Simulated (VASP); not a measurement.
# Ge (I4_1/amd) in VASP: notebook

Runs on Ge. Level: PBEsol. Tasks: single point.

Everything below comes from runs of VASP 6.6.1. Logs are shortened: lines on timing, memory, paths and dates and some standing lists are left out, and cuts for length are marked.

## (1) The cell of the first run

Symmetry: I4_1/amd, No. 141, tetragonal system. The conventional cell has a = 5.220 Å, b = 5.220 Å, c = 2.720 Å, α = 90.00°, β = 90.00°, γ = 90.00°. Within 3.6 Å of Ge (site symmetry -4m2) lie 10 Ge at 2.70 to 3.31 Å.

## (2) Single point, PBEsol

Contents of INCAR:

```
ALGO = Normal
EDIFF = 1E-6
ENCUT = 520
GGA = PS
ISIF = 2
ISMEAR = 0
LASPH = True
LCHARG = False
LREAL = False
LWAVE = False
NBANDS = 21
NELM = 60
PREC = Accurate
SIGMA = 0.15
```

Contents of KPOINTS:

```
k-points
0
Gamma
  22 22 22
```

Contents of POSCAR:

```
Ge
1.0
   -2.6097610844      2.6097610844      1.3598953547
    2.6097610844     -2.6097610844      1.3598953547
    2.6097610844      2.6097610844     -1.3598953547
Ge
2
Direct
    0.2500000000      0.7500000000      0.5000000000
    0.5000000000      0.5000000000      0.0000000000
```

Potentials or basis: VASP PAW PBE potentials, release 64 (Ge_d).

Run with:

```sh
$ cat potpaw_PBE.64/Ge_d/POTCAR > POTCAR
$ mpirun -np 1 vasp_std > vasp.out
```

OUTCAR:

```text
EDIFF = 1E-6
   ENCUT = 520
   GGA = PS
   ISIF = 2
   ISMEAR = 0
   LASPH = True
   LREAL = False
   NELM = 60
   PREC = Accurate

 ion  position               nearest neighbor table
   1  0.250  0.750  0.500-   2 2.70   2 2.70   2 2.70   2 2.70
   2  0.500  0.500  0.000-   1 2.70   1 2.70   1 2.70   1 2.70

  LATTYP: Found a body centered tetragonal cell.
 ALAT       =     5.2195221688
 C/A-ratio  =     0.5210804019

  Lattice vectors:

 A1 = (  -2.6097610844,   2.6097610844,   1.3598953547)
 A2 = (   2.6097610844,  -2.6097610844,   1.3598953547)
 A3 = (   2.6097610844,   2.6097610844,  -1.3598953547)

Analysis of symmetry for initial positions (statically):
=====================================================================
 Subroutine PRICEL returns:
 Original cell was already a primitive cell.

 Routine SETGRP: Setting up the symmetry group for a
 body centered tetragonal supercell.

 Subroutine GETGRP returns: Found 16 space group operations
 (whereof  8 operations were pure point group operations)
 out of a pool of 16 trial point group operations.

The static configuration has the point symmetry D_2d.
 The point group associated with its full space group is D_4h.

Analysis of symmetry for dynamics (positions and initial velocities):
=====================================================================
 Subroutine PRICEL returns:
 Original cell was already a primitive cell.

 Routine SETGRP: Setting up the symmetry group for a
 body centered tetragonal supercell.

 Subroutine GETGRP returns: Found 16 space group operations
 (whereof  8 operations were pure point group operations)
 out of a pool of 16 trial point group operations.

The dynamic configuration has the point symmetry D_2d.
 The point group associated with its full space group is D_4h.

 Subroutine INISYM returns: Found 16 space group operations
 (whereof  8 operations are pure point group operations),
 and found     1 'primitive' translations

----------------------------------------------------------------------------------------

                                     Primitive cell

  volume of cell :      37.0482

  direct lattice vectors                    reciprocal lattice vectors
    -2.609761084  2.609761084  1.359895355     0.000000000  0.191588419  0.367675350
     2.609761084 -2.609761084  1.359895355     0.191588419  0.000000000  0.367675350
     2.609761084  2.609761084 -1.359895355     0.191588419  0.191588419  0.000000000

  length of vectors
     3.933321905  3.933321905  3.933321905     0.414597739  0.414597739  0.270946940

  position of ions in fractional coordinates (direct lattice)
     0.250000000  0.750000000  0.500000000
     0.500000000  0.500000000  0.000000000

  ion indices of the primitive-cell ions
   primitive index   ion index
                 1           1
                 2           2

----------------------------------------------------------------------------------------

 KPOINTS: k-points

Automatic generation of k-mesh.
 Grid dimensions read from file:
 generate k-points for:   22   22   22

 Generating k-lattice:

  Cartesian coordinates                     Fractional coordinates (reciprocal lattice)
     0.000000000  0.008708564  0.016712516     0.045454545  0.000000000 -0.000000000
     0.008708564  0.000000000  0.016712516     0.000000000  0.045454545 -0.000000000
     0.008708564  0.008708564  0.000000000     0.000000000  0.000000000  0.045454545

  Length of vectors
     0.018845352  0.018845352  0.012315770

  Shift w.r.t. Gamma in fractional coordinates (k-lattice)
     0.000000000  0.000000000  0.000000000

 Subroutine IBZKPT returns following result:
 ===========================================

 Found    834 irreducible k-points:

 Following reciprocal coordinates:
            Coordinates               Weight
  0.000000  0.000000  0.000000      1.000000
  0.045455 -0.000000  0.000000      8.000000
  0.090909 -0.000000  0.000000      8.000000
  0.136364  0.000000  0.000000      8.000000
  0.181818 -0.000000  0.000000      8.000000
  0.227273 -0.000000  0.000000      8.000000
[... 16 lines left out ...]
  0.500000  0.045455  0.000000     16.000000
 -0.454545  0.045455 -0.000000     16.000000
 [... further k-points ...]
   k-points           NKPTS =    834   k-points in BZ     NKDIM =    834   number of bands    NBANDS=     21
   number of dos      NEDOS =    301   number of ions     NIONS =      2
   total plane-waves  NPLWV =  27000
   dimension x,y,z NGX =    30 NGY =   30 NGZ =   30
   dimension x,y,z NGXF=    60 NGYF=   60 NGZF=   60
   ions per type =               2
   NGX,Y,Z   is equivalent  to a cutoff of  12.68, 12.68, 12.68 a.u.
   NGXF,Y,Z  is equivalent  to a cutoff of  25.36, 25.36, 25.36 a.u.
 SYSTEM =  unknown system
   PREC   = accura    normal or accurate (medium, high low for compatibility)
   ISTART =      0    job   : 0-new  1-cont  2-samecut
   ICHARG =      2    charge: 1-file 2-atom 10-const
   ISPIN  =      1    spin polarized calculation?
   LNONCOLLINEAR =      F non collinear calculations
   LSORBIT =      F    spin-orbit coupling
   LASPH  =      T    aspherical Exc in radial PAW
   ENCUT  =  520.0 eV  38.22 Ry    6.18 a.u.   7.31  7.31  7.31*2*pi/ulx,y,z
   NELM   =     60;   NELMIN=  2; NELMDL= -5     # of ELM steps
   EDIFF  = 0.1E-05   stopping-criterion for ELM
   LREAL  =      F    real-space projection
   EDIFFG = 0.1E-04   stopping-criterion for IOM
   NSW    =      0    number of steps for IOM
   IBRION =     -1    ionic relax: 0-MD 1-quasi-New 2-CG
   NFREE  =      0    steps in history (QN), initial steepest desc. (CG)
   ISIF   =      2    stress and relaxation
   ISYM   =      2    0-nonsym 1-usesym 2-fastsym
   POTIM  = 0.5000    time-step for ionic-motion
   TEBEG  =    0.0;   TEEND  =   0.0 temperature during run
   PSTRESS=    0.0 pullay stress
   NELECT =      28.0000    total number of electrons
   NUPDOWN=      -1.0000    fix difference up-down
   EMIN   =  10.00;   EMAX   =-10.00  energy-range for DOS
   EFERMI =   0.00;   METHOD = LEGACY
   ISMEAR =     0;   SIGMA  =   0.15  broadening in eV -4-tet -1-fermi 0-gaus
   EFERMI_NEDOS =   21; number of points for ismear=-14 and -15
   IALGO  =     38    algorithm
   IMIX   =      4    mixing-type and parameters
     AMIX     =   0.40;   BMIX     =  1.00
     AMIX_MAG =   1.60;   BMIX_MAG =  1.00
  volume/ion in A,a.u.               =      18.52       125.01
  Fermi-wavevector in a.u.,A,eV,Ry     =   1.491209  2.817976 30.255333  2.223704
  Thomas-Fermi vector in A             =   2.603893
   LORBIT       =      0    0 simple, 1 ext, 2 COOP (PROOUT), +10 PAW based schemes
   GGA     = PS    functional components
   LHFCALC =     F    Hartree Fock is set to
   AEXX    =    0.0000 exact exchange contribution
   IVDW    =     0    specifies the selected vdW correction
   LEPSILON=     F    determine dielectric tensor
   LRPA    =     F    only Hartree local field effects (RPA)
 non-spin polarized calculation
 Gauss-broadening in eV      SIGMA  =   0.15
  energy-cutoff  :      520.00
  volume of cell :       37.05
 maximum number of plane-waves:      1023
 NGX is ok and might be reduce to    30
   NGX = 15   NGY = 15   NGZ = 15

 number of electron      28.0000007 magnetization

 Free energy of the ion-electron system (eV)
  ---------------------------------------------------
  ext. energy  EPLUGINS =         0.00000000
  ---------------------------------------------------
  free energy    TOTEN  =        -9.52455264 eV

  energy without entropy =       -9.51576577  energy(sigma->0) =       -9.52015921

 E-fermi :   6.6309     XC(G=0): -11.4680

 val. band max:        6.6301683933   @ k =  -0.2273   0.3636   0.1364
 cond. band min:       6.6339658213   @ k =   0.1364   0.0909   0.0909
 fundamental gap:      0.0037974280
 Fermi energy:         6.6309383032

 k-point     1 :       0.0000    0.0000    0.0000
  band No.  band energies     occupation
      1     -18.0097      2.00000
      2     -17.9944      2.00000
      3     -17.9639      2.00000
      4     -17.9377      2.00000
      5     -17.8236      2.00000
      6     -17.8236      2.00000
[... 13 lines left out ...]
     20      17.7928      0.00000
     21      18.7992      0.00000

 k-point     2 :       0.0455   -0.0000    0.0000
  band No.  band energies     occupation
      1     -18.0091      2.00000
      2     -17.9906      2.00000
      3     -17.9592      2.00000
      4     -17.9366      2.00000
      5     -17.8269      2.00000
      6     -17.8268      2.00000
[... 13 lines left out ...]
     20      17.8294      0.00000
     21      19.0629      0.00000

 k-point     3 :       0.0909   -0.0000    0.0000
  band No.  band energies     occupation
      1     -18.0068      2.00000
      2     -17.9797      2.00000
      3     -17.9461      2.00000
      4     -17.9334      2.00000
      5     -17.8343      2.00000
      6     -17.8333      2.00000
[... 13 lines left out ...]
     20      17.9722      0.00000
     21      19.1825      0.00000

 k-point     4 :       0.1364    0.0000    0.0000
  band No.  band energies     occupation
      1     -18.0024      2.00000
      2     -17.9628      2.00000
      3     -17.9284      2.00000
      4     -17.9269      2.00000
      5     -17.8444      2.00000
      6     -17.8406      2.00000
[... 13 lines left out ...]
     20      17.6457      0.00000
     21      18.0304      0.00000

 k-point     5 :       0.1818   -0.0000    0.0000
  band No.  band energies     occupation
      1     -17.9963      2.00000
      2     -17.9422      2.00000
      3     -17.9220      2.00000
      4     -17.9049      2.00000
      5     -17.8561      2.00000
      6     -17.8461      2.00000
[... 13 lines left out ...]
     20      16.8080      0.00000
     21      17.2372      0.00000

 k-point     6 :       0.2273   -0.0000    0.0000
  band No.  band energies     occupation
      1     -17.9892      2.00000
      2     -17.9219      2.00000
      3     -17.9150      2.00000
      4     -17.8875      2.00000
      5     -17.8682      2.00000
      6     -17.8466      2.00000
[... 13 lines left out ...]
     20      16.0149      0.00000
     21      16.9765      0.00000

 k-point     7 :       0.2727    0.0000    0.0000
  band No.  band energies     occupation
      1     -17.9821      2.00000
      2     -17.9093      2.00000
      3     -17.9077      2.00000
      4     -17.8837      2.00000
      5     -17.8784      2.00000
      6     -17.8469      2.00000
[... 13 lines left out ...]
     20      15.3564      0.00000
     21      17.1610      0.00000
[... 291 lines left out ...]
      1     -17.9716      2.00000
      2     -17.9222      2.00000
      3     -17.9107      2.00000
      4     -17.8936      2.00000
      5     -17.8754      2.00000
      6     -17.8689      2.00000
[... 13 lines left out ...]
     20      16.0655      0.00000
     21      18.5151      0.00000

 k-point    21 :       0.4091    0.0455    0.0000
  band No.  band energies     occupation
      1     -17.9686      2.00000
      2     -17.9269      2.00000
      3     -17.9205      2.00000
      4     -17.8907      2.00000
      5     -17.8729      2.00000
      6     -17.8698      2.00000
[... 13 lines left out ...]
     20      17.3786      0.00000
     21      19.0564      0.00000

 k-point    22 :       0.4545    0.0455    0.0000
  band No.  band energies     occupation
      1     -17.9660      2.00000
      2     -17.9286      2.00000
      3     -17.9265      2.00000
      4     -17.8887      2.00000
      5     -17.8742      2.00000
      6     -17.8666      2.00000
[... 13 lines left out ...]
     20      17.9823      0.00000
     21      18.6591      0.00000

 k-point    23 :       0.5000    0.0455    0.0000
  band No.  band energies     occupation
      1     -17.9648      2.00000
      2     -17.9275      2.00000
      3     -17.9263      2.00000
      4     -17.8888      2.00000
      5     -17.8730      2.00000
      6     -17.8663      2.00000
[... 13 lines left out ...]
     20      18.0213      0.00000
     21      18.5703      0.00000

 k-point    24 :      -0.4545    0.0455   -0.0000
  band No.  band energies     occupation
      1     -17.9657      2.00000
      2     -17.9227      2.00000
      3     -17.9206      2.00000
      4     -17.8909      2.00000
      5     -17.8694      2.00000
      6     -17.8691      2.00000
[... 13 lines left out ...]
     20      17.2772      0.00000
     21      18.8200      0.00000

 [... further k-points ...]

------------------------ aborting loop because EDIFF is reached ----------------------------------------

  FORCE on cell =-STRESS in cart. coord.  units (eV):
  Direction    XX          YY          ZZ          XY          YZ          ZX
  --------------------------------------------------------------------------------------
  -------------------------------------------------------------------------------------
  Total       -0.4966980     -0.4966980      0.5621739      0.0000000      0.0000000      0.0000000
  in kB      -21.4800849    -21.4800849     24.3116418      0.0000000      0.0000000      0.0000000
  external PRESSURE =      -6.2161760 kB  Pullay stress =       0.0000000 kB

 VOLUME and BASIS-vectors are now :
 -----------------------------------------------------------------------------
  energy-cutoff  :      520.00
  volume of cell :       37.05
      direct lattice vectors                 reciprocal lattice vectors
    -2.609761084  2.609761084  1.359895355     0.000000000  0.191588419  0.367675350
     2.609761084 -2.609761084  1.359895355     0.191588419  0.000000000  0.367675350
     2.609761084  2.609761084 -1.359895355     0.191588419  0.191588419  0.000000000

 POSITION                                       TOTAL-FORCE (eV/Angst)
 -----------------------------------------------------------------------------------
      2.60976      0.00000      0.67995         0.000000     -0.000000     -0.000000
      0.00000      0.00000      1.35990        -0.000000      0.000000      0.000000
 -----------------------------------------------------------------------------------
    total drift:                                0.000000     -0.000000      0.000000

  FREE ENERGIE OF THE ION-ELECTRON SYSTEM (eV)
  ---------------------------------------------------
  free  energy   TOTEN  =        -9.5245526379 eV

  energy  without entropy=       -9.5157657729  energy(sigma->0) =       -9.52015921
```

Wall time 3.6 min (1 thread of Intel Xeon 6975P-C (Granite Rapids), shared host); peak memory 0.57 GiB.

What came out:

```yaml
Free_energy: -9.5246 eV
Pressure: -0.6 GPa
Band_gap_on_the_k_mesh: zero (bands 14 and 15 overlap by 4.99 eV)
```

Caveat: the PAW data sets were made with another functional, which shifts forces and pressure a little.

## (3) Single point, PBEsol

Contents of INCAR:

```
SYSTEM = Ge
  PREC = Accurate
  ENCUT = 520
  EDIFF = 1E-7
  ISMEAR = 0
  SIGMA = 0.15
  LREAL = .False.
  LASPH = .True.
  NELM = 100
  ALGO = Normal
  ISIF = 2
  LWAVE = .False.
  LCHARG = .True.
  GGA = PS
  LELF = .True.
  LVHAR = .True.
  NBANDS = 21
```

Contents of KPOINTS:

```
regular mesh
0
Gamma
  22 22 22
  0 0 0
```

Contents of POSCAR:

```
Ge
1.0
   -2.5329584288      2.5329584288      1.4436132770
    2.5329584288     -2.5329584288      1.4436132770
    2.5329584288      2.5329584288     -1.4436132770
Ge
2
Direct
    0.2500000000      0.7500000000      0.5000000000
    0.5000000000      0.5000000000      0.0000000000
```

Potentials or basis: VASP PAW PBE potentials, release 64 (Ge_d).

Run with:

```sh
$ cat potpaw_PBE.64/Ge_d/POTCAR > POTCAR
$ mpirun -np 1 vasp_std > vasp.out
```

Run time: 4 min. Hardware: 1 thread of Intel Xeon 6975P-C (Granite Rapids), shared host; peak memory 0.58 GiB.

Results (log left out):

```
Free energy            : -9.5341 eV
Pressure               : -0.6 GPa
Band gap on the k mesh : zero (bands 14 and 15 overlap by 5.85 eV)
```

Stress tensor (GPa, compression positive):
```
 0.11  0.00  0.00
 0.00  0.11  0.00
 0.00  0.00 -2.10
```

Levels at points of the mesh, in eV from the Fermi level:
```
           k point  band 11  band 12  band 13  band 14  band 15  band 16  band 17  band 18
(0.00, 0.00, 0.00)   -13.31    -3.47    -2.12    -2.12     3.46     7.31     7.49     7.99
(0.50, 0.00, 0.00)    -8.41    -6.59    -2.56    -1.82    -1.60     2.39     3.65     5.66
(0.50, 0.50, 0.00)   -10.46   -10.46     0.88     0.88     2.39     2.39     6.65     6.65
(0.50, 0.50, 0.50)    -8.62    -8.62    -5.87    -5.87     5.11     5.11    11.64    11.64
```

Caveat: the PAW data sets were made with another functional, which shifts forces and pressure a little.
